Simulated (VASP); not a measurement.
Crystal: B2Se.

```xyz
3
Lattice="1.3835 -2.8458 0.0000 1.3835 2.8458 0.0000 0.0000 0.0000 4.5233" Properties=species:S:1:pos:R:3 pbc="T T T"
B     1.3835   -1.9750    0.0000
B     1.3835    1.9750    0.0000
Se    0.0000    0.0000    2.2616
```

The cell was generated, and may not be a known phase.

- Program: VASP 6.6.1
- Task: relaxation of cell and atoms
- Functional: PBE
- Potentials or basis: VASP PAW PBE potentials, release 64 (B, Se)
- Cutoff: 600 eV
- k mesh: 8 × 8 × 4
- Occupations: gaussian, width 0.1 eV
- Spin: no spin polarisation

At the start: pressure -0.6 GPa; volume 11.87 Å³/atom.

Problem. How do energy, volume and symmetry change on relaxing?

Solution. Over 6 steps the energy falls by 4.8 meV/atom and the volume is 11.71 Å³/atom (-1.4 %); space group Cmmm (No. 65, to 0.1 Å) before and after.

The path:
| step | energy change (eV) | largest force (eV/Å) | pressure (GPa) | volume (Å³) |
| --- | --- | --- | --- | --- |
| 1 | 0.0000 | 0.1817 | -0.62 | 35.62 |
| 2 | -0.0115 | 0.0185 | -0.38 | 35.38 |
| 3 | -0.0129 | 0.1351 | -0.29 | 35.25 |
| 4 | -0.0133 | 0.1743 | 0.22 | 35.05 |
| 5 | -0.0143 | 0.0302 | -0.05 | 35.14 |
| 6 | -0.0145 | 0.0105 | 0.11 | 35.12 |

Final structure:
```xyz
3
Lattice="1.3645 -2.8910 0.0000 1.3645 2.8910 0.0000 0.0000 0.0000 4.4510" Properties=species:S:1:pos:R:3 pbc="T T T"
B     1.3645   -2.0187    4.4510
B     1.3645    2.0187    0.0000
Se    0.0000    0.0000    2.2255
```
